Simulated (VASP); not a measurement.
# BaTe in VASP: further runs, part 2 of 2

VASP 6.6.1. The steps go on from the part before.

**4. Single point, PBE**

This run uses another cell than the first one: it holds 8 atoms, not 4.

Input file INCAR:

```
SYSTEM = BaTe
PREC = Accurate ; ENCUT = 520
EDIFF = 1E-6 ; ISMEAR = 0
SIGMA = 0.1 ; LREAL = .False.
LASPH = .True. ; NELM = 100
ALGO = Normal ; ISIF = 2
LWAVE = .False. ; LCHARG = .True.
GGA = PE ; LELF = .True.
LVHAR = .True. ; NBANDS = 42
```

Input file KPOINTS:

```
regular mesh
0
Gamma
  4 2 2
  0 0 0
```

Input file POSCAR:

```
BaTe
1.0
   -3.5374538406      0.0034677816     -3.5450635483
   -3.5221130799     -7.0546029788      3.5367445608
   -3.5317590382      7.0573425064      3.5326362979
Ba Te
4 4
Direct
    0.4991518949      0.4996859002      1.0001095654
    0.9998614179      0.9998521737     -0.0004605636
    0.0011517487      0.5002350914      0.4997221705
    0.4998603269      0.9999894657      0.5000540658
   -0.0011782739      0.7505124533      0.2504829145
    0.5014943769      0.2495718557      0.2496440773
    0.5005260553      0.7498268687      0.7500833279
   -0.0008675468      0.2503261913      0.7503644421
```

Potentials or basis: VASP PAW PBE potentials, release 64 (Ba_sv, Te).

Run with:

```
cat potpaw_PBE.64/Ba_sv/POTCAR potpaw_PBE.64/Te/POTCAR > POTCAR
mpirun -np 1 vasp_std > vasp.out
```

OUTCAR:

```text
SYSTEM = BaTe
   PREC = Accurate
   ENCUT = 520
   EDIFF = 1E-6
   ISMEAR = 0
   LREAL = .False.
   LASPH = .True.
   NELM = 100
   ISIF = 2
   GGA = PE

 ion  position               nearest neighbor table
   1  0.499  0.500  0.000-   6 3.53   8 3.53   7 3.53   5 3.54   8 3.54   5 3.55
   2  1.000  1.000  1.000-   8 3.53   7 3.53   5 3.53   6 3.53   6 3.54   7 3.54
   3  0.001  0.500  0.500-   5 3.52   7 3.53   8 3.53   6 3.53   7 3.54   6 3.54
   4  0.500  1.000  0.500-   6 3.53   7 3.53   8 3.53   5 3.53   5 3.53   8 3.54
   5  0.999  0.751  0.250-   3 3.52   2 3.53   4 3.53   4 3.53   1 3.54   1 3.55
   6  0.501  0.250  0.250-   1 3.53   4 3.53   2 3.53   3 3.53   2 3.54   3 3.54
   7  0.501  0.750  0.750-   2 3.53   1 3.53   4 3.53   3 3.53   2 3.54   3 3.54
   8  0.999  0.250  0.750-   2 3.53   1 3.53   3 3.53   4 3.53   1 3.54   4 3.54

  LATTYP: Found a triclinic cell.
 ALAT       =     9.9777784040
 B/A-ratio  =     0.5019253748
 C/A-ratio  =     0.8665580630
 COS(alpha) =     0.0001272993
 COS(beta)  =     0.2881494785
 COS(gamma) =     0.4998614125

  Lattice vectors:

 A1 = (  -7.0595669205,  -7.0511351972,  -0.0083189875)
 A2 = (  -3.5374538406,   0.0034677816,  -3.5450635483)
 A3 = (   3.5317590382,  -7.0573425064,  -3.5326362979)

Analysis of symmetry for initial positions (statically):
=====================================================================
 Subroutine PRICEL returns:
 Original cell was already a primitive cell.

 Routine SETGRP: Setting up the symmetry group for a
 triclinic supercell.

 Subroutine GETGRP returns: Found  1 space group operations
 (whereof  1 operations were pure point group operations)
 out of a pool of  2 trial point group operations.

The static configuration has the point symmetry C_1 .

Analysis of symmetry for dynamics (positions and initial velocities):
=====================================================================
 Subroutine PRICEL returns:
 Original cell was already a primitive cell.

 Routine SETGRP: Setting up the symmetry group for a
 triclinic supercell.

 Subroutine GETGRP returns: Found  1 space group operations
 (whereof  1 operations were pure point group operations)
 out of a pool of  2 trial point group operations.

The dynamic configuration has the point symmetry C_1 .

 Subroutine INISYM returns: Found  1 space group operations
 (whereof  1 operations are pure point group operations),
 and found     1 'primitive' translations

----------------------------------------------------------------------------------------

                                     Primitive cell

  volume of cell :     352.8975

  direct lattice vectors                    reciprocal lattice vectors
    -3.537453841  0.003467782 -3.545063548    -0.141348040 -0.000137675 -0.141037898
    -3.522113080 -7.054602979  3.536744561    -0.070929890 -0.070889850  0.070708290
    -3.531759038  7.057342506  3.532636298    -0.070832902  0.070834132  0.070750144

  length of vectors
     5.008100165  8.641832319  8.646324327     0.199677179  0.122703229  0.122639134

  position of ions in fractional coordinates (direct lattice)
     0.499151895  0.499685900  0.000109565
     0.999861418  0.999852174  0.999539436
     0.001151749  0.500235091  0.499722171
[... 52 lines left out ...]
  0.250000 -0.000000  0.500000      2.000000
  0.500000 -0.000000  0.500000      1.000000
  0.000000  0.500000  0.500000      1.000000
  0.250000  0.500000  0.500000      2.000000
  0.500000  0.500000  0.500000      1.000000
   k-points           NKPTS =     12   k-points in BZ     NKDIM =     12   number of bands    NBANDS=     42
   number of dos      NEDOS =    301   number of ions     NIONS =      8
   total plane-waves  NPLWV = 163840
   dimension x,y,z NGX =    40 NGY =   64 NGZ =   64
   dimension x,y,z NGXF=    80 NGYF=  128 NGZF=  128
   ions per type =               4   4
   NGX,Y,Z   is equivalent  to a cutoff of  13.28, 12.31, 12.31 a.u.
   NGXF,Y,Z  is equivalent  to a cutoff of  26.56, 24.62, 24.61 a.u.
 SYSTEM =  BaTe
   PREC   = accura    normal or accurate (medium, high low for compatibility)
   ISTART =      0    job   : 0-new  1-cont  2-samecut
   ICHARG =      2    charge: 1-file 2-atom 10-const
   ISPIN  =      1    spin polarized calculation?
   LNONCOLLINEAR =      F non collinear calculations
   LSORBIT =      F    spin-orbit coupling
   LASPH  =      T    aspherical Exc in radial PAW
   ENCUT  =  520.0 eV  38.22 Ry    6.18 a.u.   9.31 16.07 16.08*2*pi/ulx,y,z
   NELM   =    100;   NELMIN=  2; NELMDL= -5     # of ELM steps
   EDIFF  = 0.1E-05   stopping-criterion for ELM
   LREAL  =      F    real-space projection
   EDIFFG = 0.1E-04   stopping-criterion for IOM
   NSW    =      0    number of steps for IOM
   IBRION =     -1    ionic relax: 0-MD 1-quasi-New 2-CG
   NFREE  =      0    steps in history (QN), initial steepest desc. (CG)
   ISIF   =      2    stress and relaxation
   ISYM   =      2    0-nonsym 1-usesym 2-fastsym
   POTIM  = 0.5000    time-step for ionic-motion
   TEBEG  =    0.0;   TEEND  =   0.0 temperature during run
   PSTRESS=    0.0 pullay stress
   NELECT =      64.0000    total number of electrons
   NUPDOWN=      -1.0000    fix difference up-down
   EMIN   =  10.00;   EMAX   =-10.00  energy-range for DOS
   EFERMI =   0.00;   METHOD = LEGACY
   ISMEAR =     0;   SIGMA  =   0.10  broadening in eV -4-tet -1-fermi 0-gaus
   EFERMI_NEDOS =   21; number of points for ismear=-14 and -15
   IALGO  =     38    algorithm
   IMIX   =      4    mixing-type and parameters
     AMIX     =   0.40;   BMIX     =  1.00
     AMIX_MAG =   1.60;   BMIX_MAG =  1.00
  volume/ion in A,a.u.               =      44.11       297.68
  Fermi-wavevector in a.u.,A,eV,Ry     =   0.926656  1.751126 11.683210  0.858692
  Thomas-Fermi vector in A             =   2.052642
   LORBIT       =      0    0 simple, 1 ext, 2 COOP (PROOUT), +10 PAW based schemes
   GGA     = PE    functional components
   LHFCALC =     F    Hartree Fock is set to
   AEXX    =    0.0000 exact exchange contribution
   IVDW    =     0    specifies the selected vdW correction
   LEPSILON=     F    determine dielectric tensor
   LRPA    =     F    only Hartree local field effects (RPA)
 non-spin polarized calculation
 Gauss-broadening in eV      SIGMA  =   0.10
  energy-cutoff  :      520.00
  volume of cell :      352.90
 maximum number of plane-waves:      9558
 NGX is ok and might be reduce to    40

 number of electron      63.9999998 magnetization

 Free energy of the ion-electron system (eV)
  ---------------------------------------------------
  ext. energy  EPLUGINS =         0.00000000
  ---------------------------------------------------
  free energy    TOTEN  =       -34.49777398 eV

  energy without entropy =      -34.49777398  energy(sigma->0) =      -34.49777398

 E-fermi :   2.6158     XC(G=0):  -8.1315

 val. band max:        2.1088613574   @ k =   0.0000   0.0000   0.0000
 cond. band min:       3.6803897922   @ k =   0.5000   0.5000   0.5000
 fundamental gap:      1.5715284348
 Fermi energy:         2.6157897662

 k-point     1 :       0.0000    0.0000    0.0000
  band No.  band energies     occupation
      1     -24.9966      2.00000
      2     -24.9855      2.00000
      3     -24.9849      2.00000
      4     -24.9804      2.00000
      5     -10.5047      2.00000
      6     -10.5046      2.00000
[... 529 lines left out ...]
     41       6.7835      0.00000
     42       6.7929      0.00000

------------------------ aborting loop because EDIFF is reached ----------------------------------------

  FORCE on cell =-STRESS in cart. coord.  units (eV):
  Direction    XX          YY          ZZ          XY          YZ          ZX
  --------------------------------------------------------------------------------------
  -------------------------------------------------------------------------------------
  Total        0.7202366      0.7980471      0.4345566      0.0339950      0.0147390     -0.0532959
  in kB        3.2699209      3.6231855      1.9729153      0.1543396      0.0669160     -0.2419668
  external PRESSURE =       2.9553406 kB  Pullay stress =       0.0000000 kB

 VOLUME and BASIS-vectors are now :
 -----------------------------------------------------------------------------
  energy-cutoff  :      520.00
  volume of cell :      352.90
      direct lattice vectors                 reciprocal lattice vectors
    -3.537453841  0.003467782 -3.545063548    -0.141348040 -0.000137675 -0.141037898
    -3.522113080 -7.054602979  3.536744561    -0.070929890 -0.070889850  0.070708290
    -3.531759038  7.057342506  3.532636298    -0.070832902  0.070834132  0.070750144

 POSITION                                       TOTAL-FORCE (eV/Angst)
 -----------------------------------------------------------------------------------
     -3.52606     -3.52258     -0.00188        -0.008000     -0.006953      0.004922
    -10.58869      0.00400      3.52266        -0.009848      0.008299     -0.003084
     -3.53086     -0.00225      3.53046         0.007028      0.011122      0.000863
     -7.05638     -3.52374      3.53118         0.000152     -0.002968      0.008203
     -7.06132     -3.52336     -0.00165         0.002000     -0.001617     -0.015724
     -3.53472      0.00293     -0.01326         0.003430      0.000588      0.016526
     -7.06068      0.00560      3.52732         0.003572     -0.002672     -0.002481
     -7.06617      3.53309     -0.00588         0.001665     -0.005799     -0.009226
 -----------------------------------------------------------------------------------
    total drift:                                0.000069     -0.000057     -0.000031

  FREE ENERGIE OF THE ION-ELECTRON SYSTEM (eV)
  ---------------------------------------------------
  free  energy   TOTEN  =       -34.4977739796 eV

  energy  without entropy=      -34.4977739796  energy(sigma->0) =      -34.49777398
```

It took 84 s on 1 thread of Intel Xeon 6975P-C (Granite Rapids), shared host; peak memory 0.48 GiB.

Results:

```yaml
Free_energy: -34.4978 eV
Pressure: 0.3 GPa
Largest_force: 0.017 eV/Å
Band_gap_on_the_k_mesh: 1.57 eV
```

Forces on the atoms (eV/Å):
```
Ba  -0.008 -0.007  0.005
Ba  -0.010  0.008 -0.003
Ba   0.007  0.011  0.001
Ba   0.000 -0.003  0.008
Te   0.002 -0.002 -0.016
Te   0.003  0.001  0.017
Te   0.004 -0.003 -0.002
Te   0.002 -0.006 -0.009
```

Stress tensor (GPa, compression positive):
```
 0.33  0.02 -0.02
 0.02  0.36  0.01
-0.02  0.01  0.20
```

Caveat: spin-orbit coupling is left out, which moves the levels of the heavy elements.

**5. Overview**

| cell | k mesh | gap on the mesh (eV) | pressure (GPa) | largest force (eV/Å) |
| --- | --- | --- | --- | --- |
| a = 8.686 Å, angles 33.4°, 4 atoms | 6 × 6 × 6 | 1.58 | 0.2 | 0.03 |
| a = 4.996, b = 8.653, c = 8.653 Å, angles 109.5, 90.0, 90.0°, 8 atoms | 4 × 2 × 2 | 1.58 | 0.3 | - |
| a = 5.008, b = 8.642, c = 8.646 Å, angles 109.4, 90.0, 90.1°, 8 atoms | 4 × 2 × 2 | 1.57 | 0.3 | 0.02 |

Alike in all rows: task single point; level PBE; potentials or basis VASP PAW PBE potentials, release 64 (Ba_sv, Te); no spin polarisation; cutoff (eV) 520; smearing gaussian 0.1 eV.

Caveats: spin-orbit coupling is left out, which moves the levels of the heavy elements.

Total energies depend on the potentials used, so only differences within one code and one set of settings carry meaning.
